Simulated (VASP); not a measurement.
# Sr (I4/mmm) in VASP: a series of runs

The runs below take Sr through single point, with PBE.

Program: VASP 6.6.1. These are calculated values, not measurements. Logs are shortened: lines on timing, memory, paths and dates and some standing lists are left out, and cuts for length are marked.

## Step 1: The cell of the first run

Symmetry: I4/mmm, No. 139, tetragonal system. Conventional cell: a = 4.303 Å, b = 4.303 Å, c = 5.933 Å, α = 90.00°, β = 90.00°, γ = 90.00°. Within 5.6 Å of Sr (site symmetry 4/mmm) lie 12 Sr at 4.25 to 4.30 Å.

## Step 2: Single point, PBE (strain +0.000 along x and y, -0.025 along z)

Contents of INCAR:

```
SYSTEM = Sr
ALGO = Fast
EDIFF = 1E-7
ENCUT = 520
GGA = PE
ISIF = 2
ISMEAR = 0
LASPH = .TRUE.
LCHARG = .FALSE.
LREAL = .FALSE.
LWAVE = .FALSE.
NBANDS = 11
NELM = 60
PREC = Accurate
SIGMA = 0.15
```

Contents of KPOINTS:

```
k-points
0
G
  14 14 14
  0 0 0
```

Contents of POSCAR:

```
Sr
1.0
    0.0000000000      3.0423500000      2.9662912500
    3.0423500000      0.0000000000      2.9662912500
    3.0423500000      3.0423500000      0.0000000000
Sr
1
Direct
    0.0000000000      0.0000000000      0.0000000000
```

Potentials or basis: VASP PAW PBE potentials, release 64 (Sr_sv).

Run with:

```console
$ cat potpaw_PBE.64/Sr_sv/POTCAR > POTCAR
$ mpirun -np 1 vasp_std > vasp.out
```

OUTCAR:

```text
SYSTEM = Sr
   EDIFF = 1E-7
   ENCUT = 520
   GGA = PE
   ISIF = 2
   ISMEAR = 0
   LASPH = .TRUE.
   LREAL = .FALSE.
   NELM = 60
   PREC = Accurate

 ion  position               nearest neighbor table
   1  0.000  0.000  0.000-

  LATTYP: Found a body centered tetragonal cell.
 ALAT       =     4.3025326315
 C/A-ratio  =     1.3788582233

  Lattice vectors:

 A1 = (   0.0000000000,  -3.0423500000,  -2.9662912500)
 A2 = (   0.0000000000,   3.0423500000,  -2.9662912500)
 A3 = (   3.0423500000,   0.0000000000,   2.9662912500)

Analysis of symmetry for initial positions (statically):
=====================================================================
 Subroutine PRICEL returns:
 Original cell was already a primitive cell.

 Routine SETGRP: Setting up the symmetry group for a
 body centered tetragonal supercell.

 Subroutine GETGRP returns: Found 16 space group operations
 (whereof 16 operations were pure point group operations)
 out of a pool of 16 trial point group operations.

The static configuration has the point symmetry D_4h.

Analysis of symmetry for dynamics (positions and initial velocities):
=====================================================================
 Subroutine PRICEL returns:
 Original cell was already a primitive cell.

 Routine SETGRP: Setting up the symmetry group for a
 body centered tetragonal supercell.

 Subroutine GETGRP returns: Found 16 space group operations
 (whereof 16 operations were pure point group operations)
 out of a pool of 16 trial point group operations.

The dynamic configuration has the point symmetry D_4h.

 Subroutine INISYM returns: Found 16 space group operations
 (whereof 16 operations are pure point group operations),
 and found     1 'primitive' translations

----------------------------------------------------------------------------------------

                                     Primitive cell

  volume of cell :      54.9114

  direct lattice vectors                    reciprocal lattice vectors
     0.000000000  3.042350000  2.966291250    -0.164346640  0.164346640  0.168560656
     3.042350000  0.000000000  2.966291250     0.164346640 -0.164346640  0.168560656
     3.042350000  3.042350000  0.000000000     0.164346640  0.164346640 -0.168560656

  length of vectors
     4.249091350  4.249091350  4.302532631     0.287110312  0.287110312  0.287110312

  position of ions in fractional coordinates (direct lattice)
     0.000000000  0.000000000  0.000000000

  ion indices of the primitive-cell ions
   primitive index   ion index
                 1           1

----------------------------------------------------------------------------------------

 KPOINTS: k-points

Automatic generation of k-mesh.
 Grid dimensions read from file:
 generate k-points for:   14   14   14

 Generating k-lattice:

  Cartesian coordinates                     Fractional coordinates (reciprocal lattice)
    -0.011739046  0.011739046  0.012040047     0.071428571 -0.000000000  0.000000000
     0.011739046 -0.011739046  0.012040047    -0.000000000  0.071428571  0.000000000
     0.011739046  0.011739046 -0.012040047     0.000000000  0.000000000  0.071428571

  Length of vectors
     0.020507879  0.020507879  0.020507879

  Shift w.r.t. Gamma in fractional coordinates (k-lattice)
     0.000000000  0.000000000  0.000000000

 Subroutine IBZKPT returns following result:
 ===========================================

 Found    244 irreducible k-points:

 Following reciprocal coordinates:
            Coordinates               Weight
  0.000000  0.000000  0.000000      1.000000
  0.071429 -0.000000  0.000000      8.000000
  0.142857 -0.000000  0.000000      8.000000
  0.214286  0.000000  0.000000      8.000000
  0.285714 -0.000000  0.000000      8.000000
  0.357143 -0.000000  0.000000      8.000000
[... 16 lines left out ...]
  0.214286  0.142857  0.000000      8.000000
  0.285714  0.142857  0.000000      8.000000
 [... further k-points ...]
   k-points           NKPTS =    244   k-points in BZ     NKDIM =    244   number of bands    NBANDS=     11
   number of dos      NEDOS =    301   number of ions     NIONS =      1
   total plane-waves  NPLWV =  32768
   dimension x,y,z NGX =    32 NGY =   32 NGZ =   32
   dimension x,y,z NGXF=    64 NGYF=   64 NGZF=   64
   ions per type =               1
   NGX,Y,Z   is equivalent  to a cutoff of  12.52, 12.52, 12.36 a.u.
   NGXF,Y,Z  is equivalent  to a cutoff of  25.04, 25.04, 24.73 a.u.
 SYSTEM =  Sr
   PREC   = accura    normal or accurate (medium, high low for compatibility)
   ISTART =      0    job   : 0-new  1-cont  2-samecut
   ICHARG =      2    charge: 1-file 2-atom 10-const
   ISPIN  =      1    spin polarized calculation?
   LNONCOLLINEAR =      F non collinear calculations
   LSORBIT =      F    spin-orbit coupling
   LASPH  =      T    aspherical Exc in radial PAW
   ENCUT  =  520.0 eV  38.22 Ry    6.18 a.u.   7.90  7.90  8.00*2*pi/ulx,y,z
[... 53 lines left out ...]
 cond. band min:       1.5895846393   @ k =  -0.3571   0.0000   0.3571
 fundamental gap:      0.0026349744
 Fermi energy:         1.5893307549

 k-point     1 :       0.0000    0.0000    0.0000
  band No.  band energies     occupation
      1     -35.0296      2.00000
      2     -16.9178      2.00000
      3     -16.9178      2.00000
      4     -16.9154      2.00000
      5      -2.0587      2.00000
      6       3.8925      0.00000
      7       3.8925      0.00000
      8       4.0217      0.00000
      9       5.2943      0.00000
     10       5.5003      0.00000
     11       8.7026      0.00000

 k-point     2 :       0.0714   -0.0000    0.0000
  band No.  band energies     occupation
      1     -35.0289      2.00000
      2     -16.9271      2.00000
      3     -16.9193      2.00000
      4     -16.9173      2.00000
      5      -1.9762      2.00000
      6       3.7914      0.00000
      7       3.9310      0.00000
      8       4.0322      0.00000
      9       5.2454      0.00000
     10       5.4414      0.00000
     11       8.9199      0.00000

 k-point     3 :       0.1429   -0.0000    0.0000
  band No.  band energies     occupation
      1     -35.0270      2.00000
      2     -16.9549      2.00000
      3     -16.9236      2.00000
      4     -16.9207      2.00000
      5      -1.7345      2.00000
      6       3.4745      0.00000
      7       4.0144      0.00000
      8       4.1170      0.00000
      9       5.1623      0.00000
     10       5.3251      0.00000
     11       9.2908      0.00000

 k-point     4 :       0.2143    0.0000    0.0000
  band No.  band energies     occupation
      1     -35.0242      2.00000
      2     -16.9948      2.00000
      3     -16.9297      2.00000
      4     -16.9254      2.00000
      5      -1.3513      2.00000
      6       3.0647      0.00000
      7       4.0427      0.00000
      8       4.1750      0.00000
      9       5.2058      0.00000
     10       5.3072      0.00000
     11       8.7004      0.00000

 k-point     5 :       0.2857   -0.0000    0.0000
  band No.  band energies     occupation
      1     -35.0210      2.00000
      2     -17.0385      2.00000
      3     -16.9365      2.00000
      4     -16.9306      2.00000
      5      -0.8579      2.00000
      6       2.6402      0.00000
      7       3.9553      0.00000
      8       4.1155      0.00000
      9       5.4769      0.00000
     10       5.5127      0.00000
     11       8.1073      0.00000
[... 211 lines left out ...]
 k-point    21 :      -0.0714    0.0714    0.0000
  band No.  band energies     occupation
      1     -35.0278      2.00000
      2     -16.9403      2.00000
      3     -16.9230      2.00000
      4     -16.9201      2.00000
      5      -1.8443      2.00000
      6       3.6021      0.00000
      7       4.0058      0.00000
      8       4.0885      0.00000
      9       5.0649      0.00000
     10       5.4596      0.00000
     11       9.2394      0.00000

 k-point    22 :       0.1429    0.1429    0.0000
  band No.  band energies     occupation
      1     -35.0259      2.00000
      2     -16.9528      2.00000
      3     -16.9324      2.00000
      4     -16.9324      2.00000
      5      -1.6131      2.00000
      6       3.4163      0.00000
      7       4.0969      0.00000
      8       4.0969      0.00000
      9       4.8078      0.00000
     10       5.4752      0.00000
     11       9.8317      0.00000

 k-point    23 :       0.2143    0.1429    0.0000
  band No.  band energies     occupation
      1     -35.0237      2.00000
      2     -16.9800      2.00000
      3     -16.9398      2.00000
      4     -16.9368      2.00000
      5      -1.3243      2.00000
      6       3.1240      0.00000
      7       4.1472      0.00000
      8       4.1942      0.00000
      9       4.6087      0.00000
     10       5.5716      0.00000
     11       9.6290      0.00000

 k-point    24 :       0.2857    0.1429    0.0000
  band No.  band energies     occupation
      1     -35.0210      2.00000
      2     -17.0169      2.00000
      3     -16.9473      2.00000
      4     -16.9416      2.00000
      5      -0.9069      2.00000
      6       2.7846      0.00000
      7       3.9093      0.00000
      8       4.2167      0.00000
      9       4.8307      0.00000
     10       5.7692      0.00000
     11       8.9286      0.00000

 [... further k-points ...]
[... 5 lines left out ...]
  --------------------------------------------------------------------------------------
  -------------------------------------------------------------------------------------
  Total       -0.0129315     -0.0129315      0.0248414      0.0000000      0.0000000      0.0000000
  in kB       -0.3773102     -0.3773102      0.7248103      0.0000000      0.0000000      0.0000000
  external PRESSURE =      -0.0099367 kB  Pullay stress =       0.0000000 kB

 VOLUME and BASIS-vectors are now :
 -----------------------------------------------------------------------------
  energy-cutoff  :      520.00
  volume of cell :       54.91
      direct lattice vectors                 reciprocal lattice vectors
     0.000000000  3.042350000  2.966291250    -0.164346640  0.164346640  0.168560656
     3.042350000  0.000000000  2.966291250     0.164346640 -0.164346640  0.168560656
     3.042350000  3.042350000  0.000000000     0.164346640  0.164346640 -0.168560656

 POSITION                                       TOTAL-FORCE (eV/Angst)
 -----------------------------------------------------------------------------------
      0.00000      0.00000      0.00000         0.000000      0.000000      0.000000
 -----------------------------------------------------------------------------------
    total drift:                                0.000000      0.000000      0.000000

  FREE ENERGIE OF THE ION-ELECTRON SYSTEM (eV)
  ---------------------------------------------------
  free  energy   TOTEN  =        -1.6451024260 eV

  energy  without entropy=       -1.6306708300  energy(sigma->0) =       -1.63788663
```

It took 1.9 min on 1 thread of Intel Xeon Platinum 8259CL at 2.50GHz (Skylake/Cascade Lake), shared host; peak memory 0.29 GiB.

Results:

- Free energy: -1.6451 eV
- Pressure: 0.0 GPa
- Band gap on the k mesh: zero (band 5 reaches 1.65 eV, above the bottom of band 6 at 1.60 eV)

Stress tensor (GPa, compression positive):
```
-0.04  0.00  0.00
 0.00 -0.04  0.00
 0.00  0.00  0.07
```

Caveat: the cell differs from its parent crystal (strain +0.000 along x and y, -0.025 along z).

## Step 3: Single point, PBE (strain -0.025 along x and y, +0.025 along z)

Contents of INCAR:

```
  PREC = Accurate
  ENCUT = 520
  EDIFF = 1E-6
  ISMEAR = 0
  SIGMA = 0.15
  LREAL = F
  LASPH = T
  NELM = 80
  ALGO = Fast
  ISIF = 2
  LWAVE = F
  LCHARG = T
  GGA = PE
  LELF = T
  LVHAR = T
  NBANDS = 11
```

Contents of KPOINTS:

```
Automatic mesh
0
Gamma
  14 14 14
```

Contents of POSCAR:

```
Sr
1.0
    0.0000000000      2.9662912500      3.1184087500
    2.9662912500      0.0000000000      3.1184087500
    2.9662912500      2.9662912500      0.0000000000
Sr
1
Direct
    0.0000000000      0.0000000000      0.0000000000
```

Potentials or basis: VASP PAW PBE potentials, release 64 (Sr_sv).

Run with:

```console
$ cat potpaw_PBE.64/Sr_sv/POTCAR > POTCAR
$ mpirun -np 1 vasp_std > vasp.out
```

Wall time 85 s (1 thread of Intel Xeon Platinum 8259CL at 2.50GHz (Skylake/Cascade Lake), shared host); peak memory 0.28 GiB.

Results (log left out):

```yaml
Free_energy: -1.6437 eV
Pressure: 0.0 GPa
Band_gap_on_the_k_mesh: zero (band 5 reaches 1.65 eV, above the bottom of band 6 at 1.59 eV)
```

Stress tensor (GPa, compression positive):
```
 0.11  0.00  0.00
 0.00  0.11  0.00
 0.00  0.00 -0.22
```

Levels at points of the mesh, in eV from the Fermi level:
```
           k point  band 2  band 3  band 4  band 5  band 6  band 7  band 8  band 9
(0.00, 0.00, 0.00)  -18.51  -18.50  -18.50   -3.65    2.17    2.44    2.44    3.58
(0.50, 0.00, 0.00)  -18.70  -18.54  -18.52   -1.12    0.07    2.02    2.35    4.77
(0.50, 0.50, 0.00)  -18.69  -18.57  -18.57   -0.74    0.42    0.78    4.89    5.15
(0.50, 0.00, 0.50)  -18.69  -18.59  -18.57   -0.60    0.31    1.21    4.78    4.99
```

Caveat: the cell differs from its parent crystal (strain -0.025 along x and y, +0.025 along z).

## Step 4: Single point, PBE (strain +0.000 along x and y, +0.025 along z)

Contents of INCAR:

```
SYSTEM = Sr
PREC = Accurate
ENCUT = 520
EDIFF = 1E-6
ISMEAR = 0
SIGMA = 0.15
LREAL = .FALSE.
LASPH = .TRUE.
NELM = 60
ALGO = Fast
ISIF = 2
LWAVE = .FALSE.
LCHARG = .FALSE.
GGA = PE
NBANDS = 11
```

Contents of KPOINTS:

```
Automatic mesh
0
G
  14 14 14
  0 0 0
```

Contents of POSCAR:

```
Sr
1.0
    0.0000000000      3.0423500000      3.1184087500
    3.0423500000      0.0000000000      3.1184087500
    3.0423500000      3.0423500000      0.0000000000
Sr
1
Direct
    0.0000000000      0.0000000000      0.0000000000
```

Run with:

```console
$ cat potpaw_PBE.64/Sr_sv/POTCAR > POTCAR
$ mpirun -np 1 vasp_std > vasp.out
```

It took 91 s on 1 thread of Intel Xeon Platinum 8259CL at 2.50GHz (Skylake/Cascade Lake), shared host; peak memory 0.29 GiB.

Results (log left out):

* Free energy: -1.6403 eV
* Pressure: -0.5 GPa
* Band gap on the k mesh: zero (band 5 reaches 1.50 eV, above the bottom of band 6 at 1.41 eV)

Stress tensor (GPa, compression positive):
```
-0.49  0.00  0.00
 0.00 -0.49  0.00
 0.00  0.00 -0.63
```

Levels at points of the mesh, in eV from the Fermi level:
| k point | band 2 | band 3 | band 4 | band 5 | band 6 | band 7 | band 8 | band 9 |
| --- | --- | --- | --- | --- | --- | --- | --- | --- |
| (0.00, 0.00, 0.00) | -18.61 | -18.61 | -18.61 | -3.56 | 2.22 | 2.34 | 2.34 | 3.58 |
| (0.50, 0.00, 0.00) | -18.77 | -18.63 | -18.62 | -1.09 | 0.02 | 2.07 | 2.23 | 4.63 |
| (0.50, 0.50, 0.00) | -18.76 | -18.66 | -18.66 | -0.63 | 0.42 | 0.83 | 4.69 | 4.95 |
| (0.50, 0.00, 0.50) | -18.76 | -18.67 | -18.66 | -0.56 | 0.37 | 1.03 | 4.65 | 4.91 |

Caveat: the cell differs from its parent crystal (strain +0.000 along x and y, +0.025 along z).

## Step 5: Single point, PBE (strain +0.000 along x and y, +0.050 along z)

Contents of INCAR:

```
PREC     = Accurate       # precision mode
ENCUT    = 520            # plane-wave cutoff, eV
EDIFF    = 1E-7           # SCF threshold, eV
ISMEAR   = 0              # smearing method
SIGMA    = 0.15           # smearing width, eV
LREAL    = F              # projectors in reciprocal space
LASPH    = T              # aspherical terms in the spheres
NELM     = 100            # most SCF steps
ALGO     = Fast           # electronic algorithm
ISIF     = 2              # what is computed and relaxed
LWAVE    = F              # write WAVECAR
LCHARG   = T              # write CHGCAR
GGA      = PE             # functional
LELF     = T              # ELF
LVHAR    = T            
NBANDS   = 11             # bands
```

Contents of KPOINTS:

```
Automatic mesh
0
Gamma
  14 14 14
```

Contents of POSCAR:

```
Sr
1.0
    0.0000000000      3.0423500000      3.1944675000
    3.0423500000      0.0000000000      3.1944675000
    3.0423500000      3.0423500000      0.0000000000
Sr
1
Direct
    0.0000000000      0.0000000000      0.0000000000
```

Run with:

```console
$ cat potpaw_PBE.64/Sr_sv/POTCAR > POTCAR
$ mpirun -np 1 vasp_std > vasp.out
```

Wall time 2.9 min (1 thread of Intel Xeon 6975P-C (Granite Rapids), shared host); peak memory 0.3 GiB.

It converged, with:

* Free energy: -1.6332 eV
* Pressure: -0.8 GPa
* Band gap on the k mesh: zero (band 5 reaches 1.43 eV, above the bottom of band 6 at 1.32 eV)

Stress tensor (GPa, compression positive):
```
-0.67  0.00  0.00
 0.00 -0.67  0.00
 0.00  0.00 -0.98
```

Levels at points of the mesh, in eV from the Fermi level:
```
           k point  band 3  band 4  band 5  band 6  band 7  band 8
(0.00, 0.00, 0.00)  -18.65  -18.65   -3.52    2.12    2.36    2.36
(0.50, 0.00, 0.00)  -18.68  -18.67   -1.07    0.00    1.98    2.28
(0.50, 0.50, 0.00)  -18.70  -18.70   -0.66    0.48    0.67    4.61
(0.50, 0.00, 0.50)  -18.72  -18.71   -0.51    0.39    1.05    4.51
```

Caveat: the cell differs from its parent crystal (strain +0.000 along x and y, +0.050 along z).

## Step 6: Single point, PBE (strain +0.025 along x and y, +0.000 along z)

Contents of INCAR:

```
SYSTEM = Sr
PREC = Accurate ; ENCUT = 520
EDIFF = 1E-6 ; ISMEAR = 0
SIGMA = 0.15 ; LREAL = .False.
LASPH = .True. ; NELM = 60
ALGO = Fast ; ISIF = 2
LWAVE = .False. ; LCHARG = .True.
GGA = PE ; LELF = .True.
LVHAR = .True. ; NBANDS = 11
```

Contents of KPOINTS:

```
Automatic mesh
0
Gamma
  14 14 14
  0 0 0
```

Contents of POSCAR:

```
Sr
1.0
    0.0000000000      3.1184087500      3.0423500000
    3.1184087500      0.0000000000      3.0423500000
    3.1184087500      3.1184087500      0.0000000000
Sr
1
Direct
    0.0000000000      0.0000000000      0.0000000000
```

Potentials or basis: VASP PAW PBE potentials, release 64 (Sr_sv).

Run with:

```console
$ cat potpaw_PBE.64/Sr_sv/POTCAR > POTCAR
$ mpirun -np 1 vasp_std > vasp.out
```

It took 1.9 min on 1 thread of Intel Xeon 6975P-C (Granite Rapids), shared host; peak memory 0.3 GiB.

It converged, with:

```yaml
Free_energy: -1.6345 eV
Pressure: -0.8 GPa
Band_gap_on_the_k_mesh: zero (band 5 reaches 1.43 eV, above the bottom of band 6 at 1.32 eV)
```

Stress tensor (GPa, compression positive):
```
-0.81  0.00  0.00
 0.00 -0.81  0.00
 0.00  0.00 -0.70
```

Levels at points of the mesh, in eV from the Fermi level:
```
           k point  band 3  band 4  band 5  band 6  band 7  band 8
(0.00, 0.00, 0.00)  -18.66  -18.65   -3.52    2.24    2.24    2.35
(0.50, 0.00, 0.00)  -18.68  -18.67   -1.07    0.00    2.05    2.21
(0.50, 0.50, 0.00)  -18.71  -18.71   -0.51    0.38    1.05    4.58
(0.50, 0.00, 0.50)  -18.71  -18.70   -0.58    0.43    0.85    4.57
```

Caveat: the cell differs from its parent crystal (strain +0.025 along x and y, +0.000 along z).

## Step 7: Overview

```tsv
cell	further INCAR settings	gap on the mesh (eV)	pressure (GPa)
a = 4.249, b = 4.249, c = 4.303 Å, angles 59.6, 59.6, 60.8°, 1 atom	ALGO = Fast; EDIFF = 1e-07; NBANDS = 11	none	0.0
a = 4.304, b = 4.304, c = 4.195 Å, angles 60.8, 60.8, 58.3°, 1 atom	ALGO = Fast; EDIFF = 1e-06; NBANDS = 11	none	0.0
a = 4.357, b = 4.357, c = 4.303 Å, angles 60.4, 60.4, 59.2°, 1 atom	ALGO = Fast; EDIFF = 1e-06; NBANDS = 11	none	-0.5
a = 4.411, b = 4.411, c = 4.303 Å, angles 60.8, 60.8, 58.4°, 1 atom	ALGO = Fast; EDIFF = 1e-07; NBANDS = 11	none	-0.8
a = 4.357, b = 4.357, c = 4.410 Å, angles 59.6, 59.6, 60.8°, 1 atom	ALGO = Fast; EDIFF = 1e-06; NBANDS = 11	none	-0.8
```

Alike in all rows: task single point; level PBE; potentials or basis VASP PAW PBE potentials, release 64 (Sr_sv); no spin polarisation; k mesh 14 × 14 × 14; cutoff (eV) 520; smearing gaussian 0.15 eV.

Absolute energies hang on the potentials; compare differences alone.
